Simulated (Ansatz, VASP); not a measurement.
## Sc in VASP and in Ansatz

```xyz
1
Lattice="-1.8387 1.8387 1.8387 1.8387 -1.8387 1.8387 1.8387 1.8387 -1.8387" Properties=species:S:1:pos:R:3 pbc="T T T"
Sc    0.0000    0.0000    0.0000
```

Alike in both runs: task single point; functional PBE; k mesh 13 × 13 × 13; occupations fermi-dirac, width 0.05 eV; no spin polarisation.

```csv
,VASP,Ansatz
version,VASP 6.6.1,Ansatz 0.2.0
potentials or method,"VASP PAW PBE potentials, release 64 (Sc_sv), cutoff 520 eV","all-electron LAPW, non-relativistic"
```

```tsv
	VASP	Ansatz	Ansatz less VASP
pressure (GPa)	0.0	0.1	+0.04
```

Ansatz ran all-electron here, and VASP with PAW potentials.
